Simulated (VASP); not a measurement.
Write the native input for VASP 6.6.1 that does the following.

| Quantity | Value |
| --- | --- |
| Task | single point |
| Functional | HSE06 |
| Potentials or basis | VASP PAW PBE potentials, release 64 (Te, Ti_sv) |
| Cutoff | 520 eV |
| k mesh | 4 × 4 × 2 |
| Occupations | fermi-dirac, width 0.05 eV |
| Spin | no spin polarisation |
| Dipole correction | no |
| Grid for exact exchange (PRECFOCK) | Normal |
| Further INCAR settings | ALGO = Normal; EDIFF = 1e-07; NBANDS = 19 |
| Screening parameter | 0.2079 1/Å |

Crystal: TiTe2.

```
Te Ti
1.0
     3.77700    0.00000    0.00000
    -1.88850    3.27098    0.00000
     0.00000    0.00000    6.49800
Te Ti
2 1
Cartesian
  0.0000 2.1807 4.7903
  1.8885 1.0903 1.7077
  0.0000 0.0000 0.0000
```

These files were run (other wordings do the same):

POSCAR

```
TiTe2
1.0
    3.7770000000      0.0000000000      0.0000000000
   -1.8885000000      3.2709779501      0.0000000000
    0.0000000000      0.0000000000      6.4980000000
Te Ti
2 1
Direct
    0.3333333333      0.6666666667      0.7372000000
    0.6666666667      0.3333333333      0.2628000000
    0.0000000000      0.0000000000      0.0000000000
```

INCAR.step1

```
SYSTEM = TiTe2
PREC = Accurate
ENCUT = 520
EDIFF = 1E-5
ISMEAR = -1
SIGMA = 0.05
LREAL = .FALSE.
LASPH = .TRUE.
NELM = 80
ALGO = Normal
ISIF = 2
LWAVE = .TRUE.
LCHARG = .FALSE.
NBANDS = 19
GGA = PE
```

INCAR.step2

```
SYSTEM = TiTe2
PREC = Accurate
ENCUT = 520
EDIFF = 1E-7
ISMEAR = -1
SIGMA = 0.05
LREAL = .FALSE.
LASPH = .TRUE.
NELM = 80
ALGO = Normal
ISIF = 2
LWAVE = .FALSE.
LCHARG = .FALSE.
GGA = PE
LHFCALC = .TRUE.
HFSCREEN = 0.2079
PRECFOCK = Normal
NBANDS = 19
ISTART = 1
```

KPOINTS

```
regular mesh
0
G
  4 4 2
  0 0 0
```

Potentials or basis: VASP PAW PBE potentials, release 64 (Te, Ti_sv).

The run is started by

```sh
$ cat potpaw_PBE.64/Te/POTCAR potpaw_PBE.64/Ti_sv/POTCAR > POTCAR
$ cp INCAR.step1 INCAR
$ mpirun -np 1 vasp_std > vasp.out
$ cp INCAR.step2 INCAR
$ mpirun -np 1 vasp_std > vasp.out
```

It gave:

- Pressure: -0.8 GPa
- Largest force: 0.281 eV/Å
- Band gap on the k mesh: zero (band 12 reaches 7.49 eV, above the bottom of band 13 at 6.66 eV)

Caveat: the k points lie up to 0.48 Å⁻¹ apart; the PAW data sets were made with another functional, which shifts forces and pressure a little; spin-orbit coupling is left out, which moves the levels of the heavy elements; this functional lacks dispersion, which binds the layers, so the pressure and a relaxed spacing across them are unreliable.

Wall time 14 min on 1 thread of Intel(R) Xeon(R) Platinum 8488C (Sapphire Rapids), on a shared host, peak memory 0.31 GiB.
